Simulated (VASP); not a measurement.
# CO in VASP: notebook, part 2 of 2

VASP 6.6.1. Earlier steps stand in the parts before.

## 5. Single point, r2SCAN+D3(BJ)

POSCAR

```
CO
1.0
    7.7417530000      0.0000000000      0.0000000000
    0.0000000000      7.7417530000      0.0000000000
    0.0000000000      0.0000000000      7.7417530000
O C
8 8
Direct
    0.8914776795      0.2932798295      0.6199112785
    0.4572478610      0.1740303520      0.1477830667
    0.7259725284      0.7711431765      0.7514189616
    0.1822584627      0.8430132039      1.0344943839
    0.4511639676      0.4301351386      0.6348303801
    0.3675007456      0.0344753959      0.5130750103
    0.9101814537      0.3081085124      0.0517583033
    0.7998705203      0.8383630943      0.2959794765
    0.9016045849      0.3687536918      0.4961279441
    0.3731712960      0.1787967144      0.0241159851
    0.6727287734      0.8922397808      0.8051664784
    0.0970710380      0.8843087606      0.9245838765
    0.4139630908      0.5482479227      0.7133397307
    0.2392093884      0.0934801201      0.4732649052
    0.8463586994      0.4309747418      0.0102560751
    0.6800139452      0.7688439556      0.3331932703
```

INCAR.step1

```
PREC     = Accurate       # precision mode
ENCUT    = 1100           # plane-wave cutoff, eV
ISMEAR   = -1             # smearing method
SIGMA    = 0.05           # smearing width, eV
LREAL    = Auto         
LASPH    = T              # aspherical terms in the spheres
NELM     = 120            # most SCF steps
NBANDS   = 54             # bands
GGA      = PE             # functional
ALGO     = Normal         # electronic algorithm
EDIFF    = 1E-5           # SCF threshold, eV
LWAVE    = T              # write WAVECAR
LCHARG   = F              # write CHGCAR
GGA_COMPAT= F
```

INCAR.step2

```
PREC     = Accurate       # precision mode
ENCUT    = 1100           # plane-wave cutoff, eV
EDIFF    = 1E-6           # SCF threshold, eV
ISMEAR   = -1             # smearing method
SIGMA    = 0.05           # smearing width, eV
LREAL    = Auto         
LASPH    = T              # aspherical terms in the spheres
NELM     = 120            # most SCF steps
ALGO     = Normal         # electronic algorithm
ISIF     = 2              # what is computed and relaxed
LWAVE    = F              # write WAVECAR
LCHARG   = T              # write CHGCAR
METAGGA  = R2SCAN         # meta-GGA
LMIXTAU  = T            
IVDW     = 12             # dispersion correction
VDW_S6   = 1.0          
VDW_S8   = 0.78981345   
VDW_A1   = 0.49484001   
VDW_A2   = 5.73083694   
LELF     = T              # ELF
LVHAR    = T            
NBANDS   = 54             # bands
ISTART   = 1            
GGA_COMPAT= F
```

KPOINTS

```
Automatic mesh
0
Gamma
  1 1 1
```

On the command line:

```
$ cat potpaw_PBE.64/O_h/POTCAR potpaw_PBE.64/C_h/POTCAR > POTCAR
$ cp INCAR.step1 INCAR
$ mpirun -np 1 vasp_gam > vasp.out
$ cp INCAR.step2 INCAR
$ mpirun -np 1 vasp_gam > vasp.out
```

Run time: 5.3 min. Hardware: 1 thread of Intel Xeon 6975P-C (Granite Rapids), shared host; peak memory 1.2 GiB.

Results (log left out):

```
Free energy                : -133.7766 eV
Pressure                   : 0.0 GPa
Largest force              : 3.483 eV/Å
Dispersion energy per atom : -0.024 eV
```

Forces on the atoms (eV/Å):
```
O   -0.048 -0.034  0.085
O   -1.906  0.113 -2.895
O    1.018 -2.193 -1.050
O    0.182 -0.181  0.315
O   -0.232  0.890  0.567
O   -1.052  0.444 -0.276
O    0.365 -0.695  0.215
O    1.642  0.968 -0.515
C   -0.031  0.072 -0.064
C    2.024  0.027  2.835
C   -0.996  2.278  1.053
C   -0.193  0.083 -0.295
C    0.148 -0.935 -0.590
C    1.084 -0.531  0.330
C   -0.361  0.662 -0.186
C   -1.644 -0.969  0.472
```

Stress tensor (GPa, compression positive):
```
-0.06  0.23 -0.89
 0.23  0.74  0.03
-0.89  0.03 -0.82
```

Levels at points of the mesh, in eV from the Fermi level:
| k point | band 38 | band 39 | band 40 | band 41 | band 42 | band 43 |
| --- | --- | --- | --- | --- | --- | --- |
| (0.00, 0.00, 0.00) | -1.33 | -1.24 | -1.23 | 5.71 | 5.85 | 5.91 |

Caveat: the k points lie up to 0.81 Å⁻¹ apart, too coarse for converged energies, forces and pressures; the atoms stand as in a frame of molecular dynamics; the PAW data sets were made with another functional, which shifts forces and pressure a little.

## 6. Single point, r2SCAN+D3(BJ)

POSCAR

```
CO
1.0
    7.7417530000      0.0000000000      0.0000000000
    0.0000000000      7.7417530000      0.0000000000
    0.0000000000      0.0000000000      7.7417530000
O C
8 8
Direct
    0.8879384294      0.2916006233      0.6230759364
    0.4583070527      0.1737461787      0.1442954845
    0.7349369064      0.7658601353      0.7418087351
    0.1817417838      0.8412694128      1.0380207170
    0.4492522559      0.4298251313      0.6364837525
    0.3724866965      0.0276294012      0.5200372577
    0.9065905358      0.2923498076      0.0519649749
    0.7993796754      0.8364384656      0.2921818870
    0.8970836450      0.3784285032      0.5093936735
    0.3763230369      0.1836276616      0.0261439496
    0.6820935775      0.8863238081      0.8076982048
    0.0970968720      0.8735618406      0.9241576165
    0.3956339088      0.5523813534      0.6910450385
    0.2409919304      0.0787806069      0.4763520613
    0.8541476330      0.4230695554      0.0152678599
    0.6755705071      0.7635996653      0.3235313759
```

INCAR.step1

```
ALGO     = Normal         # electronic algorithm
EDIFF    = 1E-5           # SCF threshold, eV
ENCUT    = 1100           # plane-wave cutoff, eV
GGA      = PE             # functional
GGA_COMPAT= False        
ISMEAR   = -1             # smearing method
LASPH    = True           # aspherical terms in the spheres
LCHARG   = False          # write CHGCAR
LREAL    = Auto         
LWAVE    = True           # write WAVECAR
NBANDS   = 54             # bands
NELM     = 120            # most SCF steps
PREC     = Accurate       # precision mode
SIGMA    = 0.05           # smearing width, eV
```

INCAR.step2

```
ALGO     = Normal         # electronic algorithm
EDIFF    = 1E-6           # SCF threshold, eV
ENCUT    = 1100           # plane-wave cutoff, eV
GGA_COMPAT= False        
ISIF     = 2              # what is computed and relaxed
ISMEAR   = -1             # smearing method
ISTART   = 1            
IVDW     = 12             # dispersion correction
LASPH    = True           # aspherical terms in the spheres
LCHARG   = True           # write CHGCAR
LELF     = True           # ELF
LMIXTAU  = True         
LREAL    = Auto         
LVHAR    = True         
LWAVE    = False          # write WAVECAR
METAGGA  = R2SCAN         # meta-GGA
NBANDS   = 54             # bands
NELM     = 120            # most SCF steps
PREC     = Accurate       # precision mode
SIGMA    = 0.05           # smearing width, eV
VDW_A1   = 0.49484001   
VDW_A2   = 5.73083694   
VDW_S6   = 1.0          
VDW_S8   = 0.78981345
```

KPOINTS

```
k-points
0
Gamma
  1 1 1
```

Potentials or basis: VASP PAW PBE potentials, release 64 (O_h, C_h).

On the command line:

```
$ cat potpaw_PBE.64/O_h/POTCAR potpaw_PBE.64/C_h/POTCAR > POTCAR
$ cp INCAR.step1 INCAR
$ mpirun -np 1 vasp_gam > vasp.out
$ cp INCAR.step2 INCAR
$ mpirun -np 1 vasp_gam > vasp.out
```

OUTCAR:

```text
EDIFF = 1E-6
   ENCUT = 1100
   ISIF = 2
   ISMEAR = -1
   ISTART = 1
   IVDW = 12
   LASPH = True
   LREAL = Auto
   METAGGA = R2SCAN
   NELM = 120
   PREC = Accurate
 IVDW          = 12

 ion  position               nearest neighbor table
   1  0.888  0.292  0.623-   9 1.11
   2  0.458  0.174  0.144-  10 1.12
   3  0.735  0.766  0.742-  11 1.14
   4  0.182  0.841  0.038-  12 1.13
   5  0.449  0.430  0.636-  13 1.12
   6  0.372  0.028  0.520-  14 1.14
[... 8 lines left out ...]
  15  0.854  0.423  0.015-   7 1.13
  16  0.676  0.764  0.324-   8 1.14

  LATTYP: Found a simple cubic cell.
 ALAT       =     7.7417530000

  Lattice vectors:

 A1 = (   7.7417530000,   0.0000000000,   0.0000000000)
 A2 = (   0.0000000000,   7.7417530000,   0.0000000000)
 A3 = (   0.0000000000,   0.0000000000,   7.7417530000)

Analysis of symmetry for initial positions (statically):
=====================================================================
 Subroutine PRICEL returns:
 Original cell was already a primitive cell.

 Routine SETGRP: Setting up the symmetry group for a
 simple cubic supercell.

 Subroutine GETGRP returns: Found  1 space group operations
 (whereof  1 operations were pure point group operations)
 out of a pool of 48 trial point group operations.

The static configuration has the point symmetry C_1 .

Analysis of symmetry for dynamics (positions and initial velocities):
=====================================================================
 Subroutine PRICEL returns:
 Original cell was already a primitive cell.

 Routine SETGRP: Setting up the symmetry group for a
 simple cubic supercell.

 Subroutine GETGRP returns: Found  1 space group operations
 (whereof  1 operations were pure point group operations)
 out of a pool of 48 trial point group operations.

The dynamic configuration has the point symmetry C_1 .

 Subroutine INISYM returns: Found  1 space group operations
 (whereof  1 operations are pure point group operations),
 and found     1 'primitive' translations

----------------------------------------------------------------------------------------

                                     Primitive cell

  volume of cell :     463.9999

  direct lattice vectors                    reciprocal lattice vectors
     7.741753000  0.000000000  0.000000000     0.129169711  0.000000000  0.000000000
     0.000000000  7.741753000  0.000000000     0.000000000  0.129169711  0.000000000
     0.000000000  0.000000000  7.741753000     0.000000000  0.000000000  0.129169711

  length of vectors
     7.741753000  7.741753000  7.741753000     0.129169711  0.129169711  0.129169711

  position of ions in fractional coordinates (direct lattice)
     0.887938429  0.291600623  0.623075936
     0.458307053  0.173746179  0.144295484
     0.734936906  0.765860135  0.741808735
     0.181741784  0.841269413  0.038020717
     0.449252256  0.429825131  0.636483752
     0.372486696  0.027629401  0.520037258
[... 8 lines left out ...]
     0.854147633  0.423069555  0.015267860
     0.675570507  0.763599665  0.323531376

  ion indices of the primitive-cell ions
   primitive index   ion index
                 1           1
                 2           2
                 3           3
                 4           4
                 5           5
                 6           6
[... 8 lines left out ...]
                15          15
                16          16

----------------------------------------------------------------------------------------

 KPOINTS: k-points

Automatic generation of k-mesh.
 Grid dimensions read from file:
 generate k-points for:    1    1    1

 Generating k-lattice:

  Cartesian coordinates                     Fractional coordinates (reciprocal lattice)
     0.129169711  0.000000000  0.000000000     1.000000000  0.000000000  0.000000000
     0.000000000  0.129169711  0.000000000     0.000000000  1.000000000  0.000000000
     0.000000000  0.000000000  0.129169711     0.000000000  0.000000000  1.000000000

  Length of vectors
     0.129169711  0.129169711  0.129169711

  Shift w.r.t. Gamma in fractional coordinates (k-lattice)
     0.000000000  0.000000000  0.000000000

 Subroutine IBZKPT returns following result:
 ===========================================

 Found      1 irreducible k-points:

 Following reciprocal coordinates:
            Coordinates               Weight
  0.000000  0.000000  0.000000      1.000000
   k-points           NKPTS =      1   k-points in BZ     NKDIM =      1   number of bands    NBANDS=     54
   number of dos      NEDOS =    301   number of ions     NIONS =     16
   total plane-waves  NPLWV = 592704
   dimension x,y,z NGX =    84 NGY =   84 NGZ =   84
   dimension x,y,z NGXF=   168 NGYF=  168 NGZF=  168
   ions per type =               8   8
   NGX,Y,Z   is equivalent  to a cutoff of  18.04, 18.04, 18.04 a.u.
   NGXF,Y,Z  is equivalent  to a cutoff of  36.08, 36.08, 36.08 a.u.
 SYSTEM =  unknown system
   PREC   = accura    normal or accurate (medium, high low for compatibility)
   ISTART =      1    job   : 0-new  1-cont  2-samecut
   ICHARG =      0    charge: 1-file 2-atom 10-const
   ISPIN  =      1    spin polarized calculation?
   LNONCOLLINEAR =      F non collinear calculations
   LSORBIT =      F    spin-orbit coupling
   LASPH  =      T    aspherical Exc in radial PAW
   ENCUT  = 1100.0 eV  80.85 Ry    8.99 a.u.  20.94 20.94 20.94*2*pi/ulx,y,z
   NELM   =    120;   NELMIN=  2; NELMDL=  0     # of ELM steps
   EDIFF  = 0.1E-05   stopping-criterion for ELM
   LREAL  =      T    real-space projection
   EDIFFG = 0.1E-04   stopping-criterion for IOM
   NSW    =      0    number of steps for IOM
   IBRION =     -1    ionic relax: 0-MD 1-quasi-New 2-CG
   NFREE  =      0    steps in history (QN), initial steepest desc. (CG)
   ISIF   =      2    stress and relaxation
   ISYM   =      2    0-nonsym 1-usesym 2-fastsym
   POTIM  = 0.5000    time-step for ionic-motion
   TEBEG  =    0.0;   TEEND  =   0.0 temperature during run
   PSTRESS=    0.0 pullay stress
   NELECT =      80.0000    total number of electrons
   NUPDOWN=      -1.0000    fix difference up-down
   EMIN   =  10.00;   EMAX   =-10.00  energy-range for DOS
   EFERMI =   0.00;   METHOD = LEGACY
   ISMEAR =    -1;   SIGMA  =   0.05  broadening in eV -4-tet -1-fermi 0-gaus
   EFERMI_NEDOS =   21; number of points for ismear=-14 and -15
   IALGO  =     38    algorithm
   IMIX   =      4    mixing-type and parameters
     AMIX     =   0.40;   BMIX     =  1.00
     AMIX_MAG =   1.60;   BMIX_MAG =  1.00
  volume/ion in A,a.u.               =      29.00       195.70
  Fermi-wavevector in a.u.,A,eV,Ry     =   0.911169  1.721859 11.295946  0.830229
  Thomas-Fermi vector in A             =   2.035417
   LORBIT       =      0    0 simple, 1 ext, 2 COOP (PROOUT), +10 PAW based schemes
   METAGGA = R2SCAN    functional components
   LHFCALC =     F    Hartree Fock is set to
   AEXX    =    0.0000 exact exchange contribution
   IVDW    =    12    specifies the selected vdW correction
   LEPSILON=     F    determine dielectric tensor
   LRPA    =     F    only Hartree local field effects (RPA)
 non-spin polarized calculation
  energy-cutoff  :     1100.00
  volume of cell :      464.00
 maximum number of plane-waves:     19249
 NGX is ok and might be reduce to    84
   NGX = 41   NGY = 41   NGZ = 41

 number of electron      80.0000001 magnetization

 Free energy of the ion-electron system (eV)
  ---------------------------------------------------
  ext. energy  EPLUGINS =         0.00000000
  ---------------------------------------------------
  free energy    TOTEN  =      -133.48047010 eV

  energy without entropy =     -133.48047010  energy(sigma->0) =     -133.48047010

 E-fermi :  -5.0238     XC(G=0):  -5.5006

 val. band max:       -6.2790741551   @ k =   0.0000   0.0000   0.0000
 cond. band min:       0.7017071956   @ k =   0.0000   0.0000   0.0000
 fundamental gap:      6.9807813507
 Fermi energy:        -5.0238042308

 k-point     1 :       0.0000    0.0000    0.0000
  band No.  band energies     occupation
      1     -28.1153      2.00000
      2     -28.1044      2.00000
      3     -28.0574      2.00000
      4     -27.8560      2.00000
      5     -27.8395      2.00000
      6     -27.6481      2.00000
[... 44 lines left out ...]
     51       1.3871      0.00000
     52       1.4621      0.00000
 [bands above 52 left out]

------------------------ aborting loop because EDIFF is reached ----------------------------------------

 Edisp (eV)   -0.38697

 E8    (eV) :    -0.0751

  FORCE on cell =-STRESS in cart. coord.  units (eV):
  Direction    XX          YY          ZZ          XY          YZ          ZX
  --------------------------------------------------------------------------------------
  -------------------------------------------------------------------------------------
  Total      -2.84728    -0.77252     1.65304     0.54149    -0.97843     0.40230
  in kB      -9.83157    -2.66748     5.70788     1.86975    -3.37850     1.38915
  external pressure =       -2.26 kB  Pullay stress =        0.00 kB

 VOLUME and BASIS-vectors are now :
 -----------------------------------------------------------------------------
  energy-cutoff  :     1100.00
  volume of cell :      464.00
      direct lattice vectors                 reciprocal lattice vectors
     7.741753000  0.000000000  0.000000000     0.129169711  0.000000000  0.000000000
     0.000000000  7.741753000  0.000000000     0.000000000  0.129169711  0.000000000
     0.000000000  0.000000000  7.741753000     0.000000000  0.000000000  0.129169711

 POSITION                                       TOTAL-FORCE (eV/Angst)
 -----------------------------------------------------------------------------------
      6.87420      2.25750      4.82370        -0.159292     -1.236000      1.644553
      3.54810      1.34510      1.11710         0.755638     -0.084116      1.025715
      5.68970      5.92910      5.74290        -0.580935      1.265763      0.634106
      1.40700      6.51290      0.29435        -0.045516     -0.057887     -0.003727
      3.47800      3.32760      4.92750         0.368822     -0.769662     -0.368993
      2.88370      0.21390      4.02600        -1.801911      0.667989     -0.567503
[... 8 lines left out ...]
      6.61260      3.27530      0.11820         0.053408     -0.163501      0.080801
      5.23010      5.91160      2.50470         1.204732      0.691738     -0.337083
 -----------------------------------------------------------------------------------
    total drift:                                0.002647      0.012982      0.007429

  FREE ENERGIE OF THE ION-ELECTRON SYSTEM (eV)
  ---------------------------------------------------
  free  energy   TOTEN  =      -133.8674397560 eV

  energy  without entropy=     -133.8674397559  energy(sigma->0) =     -133.86743976
```

Run time: 12 min. Hardware: 1 thread of AMD EPYC 7R32 (Zen 2), shared host; peak memory 1.1 GiB.

What came out:

```yaml
Free_energy: -133.8674 eV
Pressure: -0.2 GPa
Largest_force: 2.073 eV/Å
Dispersion_energy_per_atom: -0.024 eV
```

Forces in eV/Å, atoms in the order of the input:
```
O   -0.159 -1.236  1.645
O    0.756 -0.084  1.026
O   -0.581  1.266  0.634
O   -0.046 -0.058 -0.004
O    0.369 -0.770 -0.369
O   -1.802  0.668 -0.568
O   -0.048  0.138 -0.039
O   -1.206 -0.689  0.302
C    0.114  1.253 -1.648
C   -0.673  0.191 -1.070
C    0.531 -1.233 -0.645
C    0.079 -0.004  0.037
C   -0.410  0.756  0.346
C    1.818 -0.726  0.610
C    0.053 -0.164  0.081
C    1.205  0.692 -0.337
```

Caveat: the k points lie up to 0.81 Å⁻¹ apart, too coarse for converged energies, forces and pressures; the atoms stand as in a frame of molecular dynamics; the PAW data sets were made with another functional, which shifts forces and pressure a little.

## 7. The runs side by side

| cell | pressure (GPa) | largest force (eV/Å) |
| --- | --- | --- |
| as given, atomic positions A | 0.6 | 2.98 |
| as given, atomic positions B | 0.1 | 4.27 |
| as given, atomic positions C | -0.3 | 0.22 |
| as given, atomic positions D | 0.0 | 3.48 |
| as given, atomic positions E | -0.2 | 2.07 |

Alike in all rows: task single point; level r2SCAN+D3(BJ); potentials or basis VASP PAW PBE potentials, release 64 (O_h, C_h); no spin polarisation; k mesh 1 × 1 × 1; cutoff (eV) 1100; smearing fermi-dirac 0.05 eV.

Caveats: all runs use coarse meshes; the PAW data sets were made with another functional, which shifts forces and pressure a little; the atoms stand as in a frame of molecular dynamics (at least some runs).

Absolute energies hang on the potentials; compare differences alone.
